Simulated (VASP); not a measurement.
Runs of VASP 6.6.1 on ZnSe2. The structure is that of space group Pbca (No. 61), or close to it. The cells are those of the table. 

```tsv
cell	cutoff (eV)	gap on the mesh (eV)	pressure (GPa)	largest force (eV/Å)
a = 5.655, b = 5.655, c = 6.380 Å, 12 atoms	500	(a)	(b)	1.19
a = 6.274, b = 6.274, c = 6.663 Å, 12 atoms	520	0.44	-4.5	0.39
a = 6.495, b = 6.495, c = 5.757 Å, 12 atoms	520	0.84	1.5	0.13
a = 6.115, b = 6.115, c = 6.495 Å, 12 atoms	520	0.50	0.5	0.06
a = 6.688, b = 6.688, c = 6.297 Å, 12 atoms	520	0.56	-7.7	0.68
```

Alike in all rows: task single point; level PBEsol; potentials or basis VASP PAW PBE potentials, release 64 (Zn, Se); no spin polarisation; k mesh 6 × 6 × 6; smearing gaussian 0.05 eV.

**Question.** Fill in the values left out.

**Answer.** (a) 0.04; (b) 22.0.

Caveats: the PAW data sets were made with another functional, which shifts forces and pressure a little; the cell stands under tension (at least some runs); the cell stands under pressure (at least some runs).

A k mesh can miss the band edges, and the runs leave out spin-orbit coupling on Se.
